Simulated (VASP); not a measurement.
Wanted: the native input for a VASP 6.6.1 run.

```yaml
Task: single point
Functional: LDA
Potentials_or_basis: VASP PAW LDA potentials, release 64 (Al, Ir)
Cutoff: 520 eV
k_mesh: 14 × 14 × 14
Occupations: fermi-dirac, width 0.1 eV
Spin: no spin polarisation
Dipole_correction: no
Further_INCAR_settings: ALGO = Normal; EDIFF = 1e-06; NBANDS = 13
```

The structure of AlIr lies in POSCAR:

```
AlIr
1.0
    2.9696711202      0.0000000000      0.0000000000
    0.0000000000      2.9696711202      0.0000000000
    0.0000000000      0.0000000000      2.9696711202
Al Ir
1 1
Direct
    0.0000000000      0.0000000000      0.0000000000
    0.5000000000      0.5000000000      0.5000000000
```

The input as run:

INCAR

```
PREC     = Accurate       # precision mode
ENCUT    = 520            # plane-wave cutoff, eV
EDIFF    = 1E-6           # SCF threshold, eV
ISMEAR   = -1             # smearing method
SIGMA    = 0.1            # smearing width, eV
LREAL    = F              # projectors in reciprocal space
LASPH    = T              # aspherical terms in the spheres
NELM     = 60             # most SCF steps
ALGO     = Normal         # electronic algorithm
ISIF     = 2              # what is computed and relaxed
LWAVE    = F              # write WAVECAR
LCHARG   = F              # write CHGCAR
GGA      = CA             # functional
NBANDS   = 13             # bands
```

KPOINTS

```
Automatic mesh
0
Gamma
  14 14 14
```

Potentials or basis: VASP PAW LDA potentials, release 64 (Al, Ir).

Launch:

```console
$ cat potpaw_LDA.64/Al/POTCAR potpaw_LDA.64/Ir/POTCAR > POTCAR
$ mpirun -np 1 vasp_std > vasp.out
```

It gave:

- Pressure: 1.3 GPa
- Band gap on the k mesh: zero (band 6 reaches 12.36 eV, above the bottom of band 7 at 10.83 eV)

Caveat: spin-orbit coupling is left out, which moves the levels of the heavy elements.

Run time: 16 s on 1 thread of Intel(R) Xeon(R) Platinum 8488C (Sapphire Rapids), on a shared host, peak memory 0.16 GiB.
